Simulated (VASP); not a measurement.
Ta, 1 atom in the cell. It takes space group Im-3m (No. 229, cubic). The conventional cell has a = 3.247 Å, b = 3.247 Å, c = 3.247 Å, α = 90.00°, β = 90.00°, γ = 90.00°. Within 3.7 Å of Ta (site symmetry m-3m) lie 14 Ta at 2.81 to 3.25 Å. 

| Item | Value |
| --- | --- |
| Program | VASP 6.6.1 |
| Task | relaxation of cell and atoms |
| Functional | LDA |
| Potentials or basis | VASP PAW LDA potentials, release 64 (Ta_pv) |
| Cutoff | 600 eV |
| k mesh | 16 × 16 × 16 |
| Occupations | gaussian, width 0.1 eV |
| Spin | no spin polarisation |
| Dipole correction | no |
| Further INCAR settings | ALGO = Normal; EDIFF = 1e-06; IBRION = 2; EDIFFG = -0.002; NSW = 100; ISIF = 3 |

Potentials or basis: VASP PAW LDA potentials, release 64 (Ta_pv).

Launch:

```bash
$ cat potpaw_LDA.64/Ta_pv/POTCAR > POTCAR
$ mpirun -np 1 vasp_std > vasp.out
```

Hardware: 1 thread of Intel Xeon 8259CL (shared host).

Question: How long does it take, and how much memory?

Answer: Run time: 45 s on 1 thread of Intel Xeon 8259CL (shared host), peak memory 0.15 GiB. Counts: scf iterations 22, k points 145, ion steps 3.
